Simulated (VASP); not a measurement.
Here is a VASP 6.6.1 calculation.

INCAR

```
ALGO     = Normal         # electronic algorithm
EDIFF    = 1E-6           # SCF threshold, eV
ENCUT    = 520            # plane-wave cutoff, eV
GGA      = PS             # functional
ISIF     = 2              # what is computed and relaxed
ISMEAR   = -1             # smearing method
LASPH    = T              # aspherical terms in the spheres
LCHARG   = T              # write CHGCAR
LELF     = T              # ELF
LREAL    = F              # projectors in reciprocal space
LVHAR    = T            
LWAVE    = F              # write WAVECAR
NBANDS   = 20             # bands
NELM     = 60             # most SCF steps
PREC     = Accurate       # precision mode
SIGMA    = 0.05           # smearing width, eV
```

File KPOINTS:

```
k-points
0
Gamma
  17 17 9
```

Contents of POSCAR:

```
Nb
1.0
    2.6847016312      0.0000000000      0.0000000000
   -1.3423508156      2.3250198142      0.0000000000
    0.0000000000      0.0000000000      4.8514961939
Nb
2
Direct
    0.3333333333      0.6666666667      0.2500000000
    0.6666666667      0.3333333333      0.7500000000
```

Potentials or basis: VASP PAW PBE potentials, release 64 (Nb_sv).

Launch:

```sh
$ cat potpaw_PBE.64/Nb_sv/POTCAR > POTCAR
$ mpirun -np 1 vasp_std > vasp.out
```

**Question.** Estimate the pressure.

**Answer.** 41.2 GPa.

**Question.** Predict the band gap on the k mesh.

**Answer.** Zero (bands 13 and 14 overlap by 3.08 eV).

Stress tensor (GPa, compression positive):
```
41.20  0.00  0.00
 0.00 41.20  0.00
 0.00  0.00 41.07
```

Caveat: the cell stands under pressure; the PAW data sets were made with another functional, which shifts forces and pressure a little.
